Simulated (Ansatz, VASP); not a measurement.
## One calculation of Ge, two programs

```
Ge
1.0
     4.15281    0.00000    0.00000
    -2.07641    3.59644    0.00000
     0.00000    0.00000    6.26169
Ge
4
Direct
  0.66667 0.33333 0.02502
  0.33333 0.66667 0.52502
  0.66667 0.33333 0.47498
  0.33333 0.66667 0.97498
```

Alike in both runs: task single point; functional PBE; k mesh 12 × 12 × 6; occupations gaussian, width 0.1 eV; no spin polarisation.

|  | VASP | Ansatz |
| --- | --- | --- |
| version | VASP 6.6.1 | Ansatz 0.2.0 |
| potentials or method | VASP PAW PBE potentials, release 64 (Ge_d), cutoff 520 eV | scalar-relativistic, plane waves, PAW |
| valence electrons in the cell | 56 | 56 |

|  | VASP | Ansatz | Ansatz less VASP |
| --- | --- | --- | --- |
| gap on the k mesh at the Fermi level (eV) | none | none | - |
| pressure (GPa) | 2.2 | 2.3 | +0.05 |
| traceless stress, the component that is largest in VASP (GPa) | -3.73 | -3.77 | -0.042 |
| rms of the force components (eV/Å) | 0.920 | 0.921 | +0.0011 |

Atom by atom the forces differ by 0.001 eV/Å (rms over components). A gap of «none» marks a metal or a gap that the smearing closes.
